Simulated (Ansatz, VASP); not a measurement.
# Ti in VASP and in Ansatz

```
Ti
1.0
     2.95000    0.00000    0.02581
    -1.47500    2.55477   -0.01291
     0.04100    0.00000    4.68600
Ti
2
Direct
  0.33333 0.66667 0.25000
  0.66667 0.33333 0.75000
```

Change from the starting cell: strain +0.0175 x Voigt [0, 0, 0, 0, 1, 0], atoms carried along.

Alike in both runs: task single point; functional PBE; k mesh 18 × 18 × 10; occupations gaussian, width 0.15 eV; no spin polarisation.

```csv
,VASP,Ansatz
version,VASP 6.6.1,Ansatz 0.2.0
potentials or method,"VASP PAW PBE potentials, release 64 (Ti_sv), cutoff 520 eV","scalar-relativistic, plane waves, PAW"
valence electrons in the cell,24,24
```

VASP gave:

```
gap on the k mesh at the Fermi level (eV)                     : none
pressure (GPa)                                                : -2.1
traceless stress, the component that is largest in VASP (GPa) : -0.73
```

What did Ansatz give for the same quantities?

gap on the k mesh at the Fermi level (eV): none; pressure (GPa): -1.6; traceless stress, the component that is largest in VASP (GPa): -0.73.

A gap of «none» marks a metal or a gap that the smearing closes.
